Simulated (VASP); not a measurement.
# NaCl (I4/mmm) in VASP: further runs

NaCl is run at these levels: r2SCAN; tasks: single point.

All numbers are computed with VASP 6.6.1; they aren't measurements. Logs are shortened: lines on timing, memory, paths and dates and some standing lists are left out, and cuts for length are marked.

**1. The cell of the first run**

Symmetry: I4/mmm, No. 139, tetragonal system. Conventional cell: a = 4.005 Å, b = 4.005 Å, c = 5.550 Å, α = 90.00°, β = 90.00°, γ = 90.00°. Within 3.7 Å of Na (site symmetry 4/mmm) lie 6 Cl at 2.78 to 2.83 Å. Cl (site symmetry 4/mmm) has 6 Na at 2.78 to 2.83 Å within 3.7 Å.

**2. Single point, r2SCAN (strain -0.0200 x Voigt [0, 1, 0, 0, 0, 0])**

Contents of POSCAR:

```
NaCl
1.0
    0.0000000000      2.7751150000      2.8317500000
    2.8317500000      0.0000000000      2.8317500000
    2.8317500000      2.7751150000      0.0000000000
Na Cl
1 1
Direct
    0.0000000000      0.0000000000      0.0000000000
    0.5000000000      0.5000000000      0.5000000000
```

Contents of INCAR.step1:

```
PREC = Accurate
ENCUT = 520
ISMEAR = 0
SIGMA = 0.05
LREAL = F
LASPH = T
NELM = 80
NBANDS = 14
GGA = PE
ALGO = Normal
EDIFF = 1E-4
LWAVE = T
LCHARG = F
```

Contents of INCAR.step2:

```
PREC = Accurate
ENCUT = 520
EDIFF = 1E-6
ISMEAR = 0
SIGMA = 0.05
LREAL = F
LASPH = T
NELM = 80
ALGO = Normal
ISIF = 2
LWAVE = F
LCHARG = F
METAGGA = R2SCAN
LMIXTAU = T
NBANDS = 14
ISTART = 1
```

Contents of KPOINTS:

```
Automatic mesh
0
Gamma
  8 8 8
```

Potentials or basis: VASP PAW PBE potentials, release 64 (Na_pv, Cl).

Started as:

```sh
cat potpaw_PBE.64/Na_pv/POTCAR potpaw_PBE.64/Cl/POTCAR > POTCAR
cp INCAR.step1 INCAR
mpirun -np 1 vasp_std > vasp.out
cp INCAR.step2 INCAR
mpirun -np 1 vasp_std > vasp.out
```

OUTCAR:

```text
PREC = Accurate
   ENCUT = 520
   EDIFF = 1E-6
   ISMEAR = 0
   LREAL = F
   LASPH = T
   NELM = 80
   ISIF = 2
   METAGGA = R2SCAN
   ISTART = 1

 ion  position               nearest neighbor table
   1  0.000  0.000  0.000-
   2  0.500  0.500  0.500-

  LATTYP: Found a body centered tetragonal cell.
 ALAT       =     4.0046992553
 C/A-ratio  =     1.3859292911

  Lattice vectors:

 A1 = (   0.0000000000,  -2.7751150000,   2.8317500000)
 A2 = (   0.0000000000,  -2.7751150000,  -2.8317500000)
 A3 = (   2.8317500000,   2.7751150000,   0.0000000000)

Analysis of symmetry for initial positions (statically):
=====================================================================
 Subroutine PRICEL returns:
 Original cell was already a primitive cell.

 Routine SETGRP: Setting up the symmetry group for a
 body centered tetragonal supercell.

 Subroutine GETGRP returns: Found 16 space group operations
 (whereof 16 operations were pure point group operations)
 out of a pool of 16 trial point group operations.

The static configuration has the point symmetry D_4h.

Analysis of symmetry for dynamics (positions and initial velocities):
=====================================================================
 Subroutine PRICEL returns:
 Original cell was already a primitive cell.

 Routine SETGRP: Setting up the symmetry group for a
 body centered tetragonal supercell.

 Subroutine GETGRP returns: Found 16 space group operations
 (whereof 16 operations were pure point group operations)
 out of a pool of 16 trial point group operations.

The dynamic configuration has the point symmetry D_4h.

 Subroutine INISYM returns: Found 16 space group operations
 (whereof 16 operations are pure point group operations),
 and found     1 'primitive' translations

----------------------------------------------------------------------------------------

                                     Primitive cell

  volume of cell :      44.5062

  direct lattice vectors                    reciprocal lattice vectors
     0.000000000  2.775115000  2.831750000    -0.176569259  0.180172714  0.176569259
     2.831750000  0.000000000  2.831750000     0.176569259 -0.180172714  0.176569259
     2.831750000  2.775115000  0.000000000     0.176569259  0.180172714 -0.176569259

  length of vectors
     3.964854515  4.004699255  3.964854515     0.307921440  0.307921440  0.307921440

  position of ions in fractional coordinates (direct lattice)
     0.000000000  0.000000000  0.000000000
     0.500000000  0.500000000  0.500000000

  ion indices of the primitive-cell ions
   primitive index   ion index
                 1           1
                 2           2

----------------------------------------------------------------------------------------

 KPOINTS: Automatic mesh

Automatic generation of k-mesh.
 Grid dimensions read from file:
 generate k-points for:    8    8    8

 Generating k-lattice:

  Cartesian coordinates                     Fractional coordinates (reciprocal lattice)
    -0.022071157  0.022521589  0.022071157     0.125000000  0.000000000 -0.000000000
     0.022071157 -0.022521589  0.022071157     0.000000000  0.125000000  0.000000000
     0.022071157  0.022521589 -0.022071157    -0.000000000  0.000000000  0.125000000

  Length of vectors
     0.038490180  0.038490180  0.038490180

  Shift w.r.t. Gamma in fractional coordinates (k-lattice)
     0.000000000  0.000000000  0.000000000

 Subroutine IBZKPT returns following result:
 ===========================================

 Found     59 irreducible k-points:

 Following reciprocal coordinates:
            Coordinates               Weight
  0.000000  0.000000  0.000000      1.000000
  0.125000  0.000000  0.000000      8.000000
  0.250000  0.000000  0.000000      8.000000
  0.375000  0.000000  0.000000      8.000000
  0.500000  0.000000  0.000000      4.000000
  0.125000  0.125000  0.000000      4.000000
[... 16 lines left out ...]
  0.250000  0.000000  0.125000      8.000000
  0.375000  0.000000  0.125000      8.000000
 [... further k-points ...]
   k-points           NKPTS =     59   k-points in BZ     NKDIM =     59   number of bands    NBANDS=     14
   number of dos      NEDOS =    301   number of ions     NIONS =      2
   total plane-waves  NPLWV =  27000
   dimension x,y,z NGX =    30 NGY =   30 NGZ =   30
   dimension x,y,z NGXF=    60 NGYF=   60 NGZF=   60
   ions per type =               1   1
   NGX,Y,Z   is equivalent  to a cutoff of  12.58, 12.45, 12.58 a.u.
   NGXF,Y,Z  is equivalent  to a cutoff of  25.16, 24.91, 25.16 a.u.
 SYSTEM =  unknown system
   PREC   = accura    normal or accurate (medium, high low for compatibility)
   ISTART =      1    job   : 0-new  1-cont  2-samecut
   ICHARG =      0    charge: 1-file 2-atom 10-const
   ISPIN  =      1    spin polarized calculation?
   LNONCOLLINEAR =      F non collinear calculations
   LSORBIT =      F    spin-orbit coupling
   LASPH  =      T    aspherical Exc in radial PAW
   ENCUT  =  520.0 eV  38.22 Ry    6.18 a.u.   7.37  7.45  7.37*2*pi/ulx,y,z
   NELM   =     80;   NELMIN=  2; NELMDL=  0     # of ELM steps
   EDIFF  = 0.1E-05   stopping-criterion for ELM
   LREAL  =      F    real-space projection
   EDIFFG = 0.1E-04   stopping-criterion for IOM
   NSW    =      0    number of steps for IOM
   IBRION =     -1    ionic relax: 0-MD 1-quasi-New 2-CG
   NFREE  =      0    steps in history (QN), initial steepest desc. (CG)
   ISIF   =      2    stress and relaxation
   ISYM   =      2    0-nonsym 1-usesym 2-fastsym
   POTIM  = 0.5000    time-step for ionic-motion
   TEBEG  =    0.0;   TEEND  =   0.0 temperature during run
   PSTRESS=    0.0 pullay stress
   NELECT =      14.0000    total number of electrons
   NUPDOWN=      -1.0000    fix difference up-down
   EMIN   =  10.00;   EMAX   =-10.00  energy-range for DOS
   EFERMI =   0.00;   METHOD = LEGACY
   ISMEAR =     0;   SIGMA  =   0.05  broadening in eV -4-tet -1-fermi 0-gaus
   EFERMI_NEDOS =   21; number of points for ismear=-14 and -15
   IALGO  =     38    algorithm
   IMIX   =      4    mixing-type and parameters
     AMIX     =   0.40;   BMIX     =  1.00
     AMIX_MAG =   1.60;   BMIX_MAG =  1.00
  volume/ion in A,a.u.               =      22.25       150.17
  Fermi-wavevector in a.u.,A,eV,Ry     =   1.113381  2.103986 16.866025  1.239618
  Thomas-Fermi vector in A             =   2.249965
   LORBIT       =      0    0 simple, 1 ext, 2 COOP (PROOUT), +10 PAW based schemes
   METAGGA = R2SCAN    functional components
   LHFCALC =     F    Hartree Fock is set to
   AEXX    =    0.0000 exact exchange contribution
   IVDW    =     0    specifies the selected vdW correction
   LEPSILON=     F    determine dielectric tensor
   LRPA    =     F    only Hartree local field effects (RPA)
 non-spin polarized calculation
 Gauss-broadening in eV      SIGMA  =   0.05
  energy-cutoff  :      520.00
  volume of cell :       44.51
 maximum number of plane-waves:      1235
 NGX is ok and might be reduce to    30
   NGX = 15   NGY = 15   NGZ = 15

 number of electron      14.0000003 magnetization

 Free energy of the ion-electron system (eV)
  ---------------------------------------------------
  ext. energy  EPLUGINS =         0.00000000
  ---------------------------------------------------
  free energy    TOTEN  =       -13.78741908 eV

  energy without entropy =      -13.78741908  energy(sigma->0) =      -13.78741908

 E-fermi :  -0.8180     XC(G=0):  -8.6796

 val. band max:       -1.1150524702   @ k =   0.0000   0.0000   0.0000
 cond. band min:       4.8328586304   @ k =   0.0000   0.0000   0.0000
 fundamental gap:      5.9479111006
 Fermi energy:        -0.8179766828

 k-point     1 :       0.0000    0.0000    0.0000
  band No.  band energies     occupation
      1     -22.6248      2.00000
      2     -22.6245      2.00000
      3     -22.6220      2.00000
      4     -14.3602      2.00000
      5      -1.1304      2.00000
      6      -1.1151      2.00000
      7      -1.1151      2.00000
      8       4.8329      0.00000
      9      10.5994      0.00000
     10      10.5995      0.00000
     11      10.7514      0.00000
     12      12.7815      0.00000
     13      13.0324      0.00000
     14      14.5190      0.00000

 k-point     2 :       0.1250    0.0000    0.0000
  band No.  band energies     occupation
      1     -22.6283      2.00000
      2     -22.6251      2.00000
      3     -22.6229      2.00000
      4     -14.3115      2.00000
      5      -1.4821      2.00000
      6      -1.1658      2.00000
      7      -1.1615      2.00000
      8       5.3251      0.00000
      9      10.1076      0.00000
     10      10.8051      0.00000
     11      10.9178      0.00000
     12      12.5821      0.00000
     13      12.7968      0.00000
     14      15.5342      0.00000

 k-point     3 :       0.2500    0.0000    0.0000
  band No.  band energies     occupation
      1     -22.6386      2.00000
      2     -22.6259      2.00000
      3     -22.6236      2.00000
      4     -14.1906      2.00000
      5      -2.2149      2.00000
      6      -1.2700      2.00000
      7      -1.2616      2.00000
      8       6.2819      0.00000
      9       9.6102      0.00000
     10      10.9363      0.00000
     11      11.1190      0.00000
     12      12.8773      0.00000
     13      12.9635      0.00000
     14      15.6661      0.00000
[... 324 lines left out ...]
 k-point    23 :       0.2500    0.0000    0.1250
  band No.  band energies     occupation
      1     -22.6351      2.00000
      2     -22.6272      2.00000
      3     -22.6253      2.00000
      4     -14.1976      2.00000
      5      -2.0539      2.00000
      6      -1.3370      2.00000
      7      -1.3201      2.00000
      8       6.3391      0.00000
      9       9.2308      0.00000
     10      11.0561      0.00000
     11      11.3195      0.00000
     12      12.0719      0.00000
     13      13.3798      0.00000
     14      16.7909      0.00000

 k-point    24 :       0.3750    0.0000    0.1250
  band No.  band energies     occupation
      1     -22.6450      2.00000
      2     -22.6280      2.00000
      3     -22.6257      2.00000
      4     -14.0766      2.00000
      5      -2.6385      2.00000
      6      -1.4573      2.00000
      7      -1.4381      2.00000
      8       7.0661      0.00000
      9       9.3732      0.00000
     10      10.4775      0.00000
     11      11.1558      0.00000
     12      13.2875      0.00000
     13      14.6459      0.00000
     14      16.2995      0.00000

 [... further k-points ...]

------------------------ aborting loop because EDIFF is reached ----------------------------------------

  FORCE on cell =-STRESS in cart. coord.  units (eV):
  Direction    XX          YY          ZZ          XY          YZ          ZX
  --------------------------------------------------------------------------------------
  -------------------------------------------------------------------------------------
  Total       -0.2112941      0.0564296     -0.2112941      0.0000000     -0.0000000      0.0000000
  in kB       -7.6063665      2.0314077     -7.6063665      0.0000000     -0.0000000      0.0000000
  external PRESSURE =      -4.3937751 kB  Pullay stress =       0.0000000 kB

 VOLUME and BASIS-vectors are now :
 -----------------------------------------------------------------------------
  energy-cutoff  :      520.00
  volume of cell :       44.51
      direct lattice vectors                 reciprocal lattice vectors
     0.000000000  2.775115000  2.831750000    -0.176569259  0.180172714  0.176569259
     2.831750000  0.000000000  2.831750000     0.176569259 -0.180172714  0.176569259
     2.831750000  2.775115000  0.000000000     0.176569259  0.180172714 -0.176569259

 POSITION                                       TOTAL-FORCE (eV/Angst)
 -----------------------------------------------------------------------------------
      0.00000      0.00000      0.00000        -0.000000     -0.000000      0.000000
      2.83175      2.77511      2.83175         0.000000      0.000000     -0.000000
 -----------------------------------------------------------------------------------
    total drift:                               -0.000000      0.000000      0.000000

  FREE ENERGIE OF THE ION-ELECTRON SYSTEM (eV)
  ---------------------------------------------------
  free  energy   TOTEN  =       -13.7874190805 eV

  energy  without entropy=      -13.7874190805  energy(sigma->0) =      -13.78741908
```

Wall time 68 s (1 thread of Intel Xeon 6975P-C (Granite Rapids), shared host); peak memory 0.18 GiB.

Results:

* Free energy: -13.7874 eV
* Pressure: -0.4 GPa
* Band gap on the k mesh: 5.95 eV

Caveat: the cell differs from its parent crystal (strain -0.0200 x Voigt [0, 1, 0, 0, 0, 0]); the PAW data sets were made with another functional, which shifts forces and pressure a little.

**3. Single point, r2SCAN (strain -0.0150 x Voigt [0, 1, 0, 0, 0, 0])**

Contents of POSCAR:

```
NaCl
1.0
    0.0000000000      2.7892737500      2.8317500000
    2.8317500000      0.0000000000      2.8317500000
    2.8317500000      2.7892737500      0.0000000000
Na Cl
1 1
Direct
    0.0000000000      0.0000000000      0.0000000000
    0.5000000000      0.5000000000      0.5000000000
```

INCAR.step1 is that of step 2.

Changes to INCAR.step2 since step 2:

```diff
@@ -11,5 +11,7 @@
 LWAVE = F
-LCHARG = F
+LCHARG = T
 METAGGA = R2SCAN
 LMIXTAU = T
+LELF = T
+LVHAR = T
 NBANDS = 14
```

Contents of KPOINTS:

```
regular mesh
0
Gamma
  8 8 8
```

Potentials or basis: VASP PAW PBE potentials, release 64 (Na_pv, Cl).

Started as:

```sh
cat potpaw_PBE.64/Na_pv/POTCAR potpaw_PBE.64/Cl/POTCAR > POTCAR
cp INCAR.step1 INCAR
mpirun -np 1 vasp_std > vasp.out
cp INCAR.step2 INCAR
mpirun -np 1 vasp_std > vasp.out
```

Wall time 68 s (1 thread of Intel Xeon 6975P-C (Granite Rapids), shared host); peak memory 0.18 GiB.

The run converged. Its results:

```
Free energy            : -13.7875 eV
Pressure               : -0.6 GPa
Band gap on the k mesh : 5.93 eV
```

Stress tensor (GPa, compression positive):
```
-0.82  0.00  0.00
 0.00 -0.12  0.00
 0.00  0.00 -0.82
```

Levels at points of the mesh, in eV from the valence-band top:
| k point | band 4 | band 5 | band 6 | band 7 | band 8 | band 9 | band 10 | band 11 |
| --- | --- | --- | --- | --- | --- | --- | --- | --- |
| (0.00, 0.00, 0.00) | -13.23 | -0.01 | 0.00 | 0.00 | 5.93 | 11.72 | 11.72 | 11.84 |
| (0.50, 0.00, 0.00) | -12.89 | -1.93 | -0.29 | -0.27 | 7.95 | 11.63 | 11.69 | 11.85 |
| (0.50, 0.50, 0.00) | -12.84 | -1.70 | -0.63 | -0.58 | 8.45 | 8.63 | 12.17 | 15.86 |
| (0.50, 0.00, 0.50) | -12.83 | -1.69 | -0.63 | -0.63 | 8.44 | 8.57 | 12.32 | 15.87 |

Caveat: the cell differs from its parent crystal (strain -0.0150 x Voigt [0, 1, 0, 0, 0, 0]); the PAW data sets were made with another functional, which shifts forces and pressure a little. A k mesh can miss the band edges.

**4. Single point, r2SCAN (strain -0.0100 x Voigt [0, 1, 0, 0, 0, 0])**

Contents of POSCAR:

```
NaCl
1.0
    0.0000000000      2.8034325000      2.8317500000
    2.8317500000      0.0000000000      2.8317500000
    2.8317500000      2.8034325000      0.0000000000
Na Cl
1 1
Direct
    0.0000000000      0.0000000000      0.0000000000
    0.5000000000      0.5000000000      0.5000000000
```

Contents of INCAR.step1:

```
SYSTEM = NaCl
ALGO = Normal
EDIFF = 1E-4
ENCUT = 520
GGA = PE
ISMEAR = 0
LASPH = .True.
LCHARG = .False.
LREAL = .False.
LWAVE = .True.
NBANDS = 14
NELM = 100
PREC = Accurate
SIGMA = 0.05
```

Contents of INCAR.step2:

```
SYSTEM = NaCl
ALGO = Normal
EDIFF = 1E-6
ENCUT = 520
ISIF = 2
ISMEAR = 0
ISTART = 1
LASPH = .True.
LCHARG = .True.
LELF = .True.
LMIXTAU = .True.
LREAL = .False.
LVHAR = .True.
LWAVE = .False.
METAGGA = R2SCAN
NBANDS = 14
NELM = 100
PREC = Accurate
SIGMA = 0.05
```

Contents of KPOINTS:

```
k-points
0
Gamma
  8 8 8
  0 0 0
```

Started as:

```sh
cat potpaw_PBE.64/Na_pv/POTCAR potpaw_PBE.64/Cl/POTCAR > POTCAR
cp INCAR.step1 INCAR
mpirun -np 1 vasp_std > vasp.out
cp INCAR.step2 INCAR
mpirun -np 1 vasp_std > vasp.out
```

Wall time 77 s (1 thread of Intel Xeon 6975P-C (Granite Rapids), shared host); peak memory 0.18 GiB.

The run converged. Its results:

- Free energy: -13.7871 eV
- Pressure: -0.7 GPa
- Band gap on the k mesh: 5.91 eV

Stress tensor (GPa, compression positive):
```
-0.88  0.00  0.00
 0.00 -0.43  0.00
 0.00  0.00 -0.88
```

Levels at points of the mesh, in eV from the valence-band top:
```csv
k point,band 5,band 6,band 7,band 8,band 9,band 10
"(0.00, 0.00, 0.00)",-0.01,0.00,0.00,5.91,11.73,11.73
"(0.50, 0.00, 0.00)",-1.92,-0.29,-0.27,7.94,11.59,11.71
"(0.50, 0.50, 0.00)",-1.68,-0.62,-0.58,8.44,8.63,12.15
"(0.50, 0.00, 0.50)",-1.67,-0.62,-0.62,8.43,8.59,12.25
```

Caveat: the cell differs from its parent crystal (strain -0.0100 x Voigt [0, 1, 0, 0, 0, 0]); the PAW data sets were made with another functional, which shifts forces and pressure a little.

(Continued in part 2 of 2.)
